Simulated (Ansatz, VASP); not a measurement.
## F: VASP beside Ansatz

INCAR

```
SYSTEM = F
  PREC = Accurate
  ENCUT = 600
  EDIFF = 1E-6
  ISMEAR = -1
  SIGMA = 0.05
  LREAL = .FALSE.
  LASPH = .TRUE.
  NELM = 120
  ALGO = Normal
  ISIF = 2
  LWAVE = .FALSE.
  LCHARG = .FALSE.
  GGA = PS
  NBANDS = 10
  GGA_COMPAT = .FALSE.
```

Contents of KPOINTS:

```
Automatic mesh
0
G
  22 22 22
  0 0 0
```

The input POSCAR:

```
F
1.0
    0.0000000000      1.3180427685      1.3180427685
    1.3180427685      0.0000000000      1.3180427685
    1.3180427685      1.3180427685      0.0000000000
F
1
Direct
    0.0000000000      0.0000000000      0.0000000000
```

Input for Ansatz:

```yaml
crystal:
  lattice:
    - [0.0, 1.3180427685, 1.3180427685]
    - [1.3180427685, 0.0, 1.3180427685]
    - [1.3180427685, 1.3180427685, 0.0]
  atoms:
    - { symbol: F, position: [0.0, 0.0, 0.0] }
kpoints:
  mp_grid: { grid: [22, 22, 22] }
scf:
  occupations: { method: fermi_dirac, width: 0.05 }
hamiltonian:
  xc: pbesol
  pseudopotentials: { kind: paw }
output:
  forces: true
  stress: true
  eigenvalues: true
```

Change from the starting cell: volume scaled by 0.499, to set the pressure.

Alike in both runs: task single point; functional PBEsol; k mesh 22 × 22 × 22; occupations fermi-dirac, width 0.05 eV; no spin polarisation.

|  | VASP | Ansatz |
| --- | --- | --- |
| version | VASP 6.6.1 | Ansatz 0.2.0 |
| potentials or method | VASP PAW PBE potentials, release 64 (F) | PAW with Ansatz's default frozen-core files, scalar-relativistic |
| plane-wave cutoff (eV) | 600 | 420 |
| valence electrons in the cell | 7 | 7 |

Ansatz gave:

| Item | Value |
| --- | --- |
| pressure (GPa) | 291.9 |

Problem. Estimate VASP's values.

Solution. Pressure (GPa): 292.2.

VASP's potentials were made for PBE, not for PBEsol. Both programs put the cell under a high pressure, so it lies far from rest at this level.

Noted on VASP's run: the cell as given lies far from equilibrium.
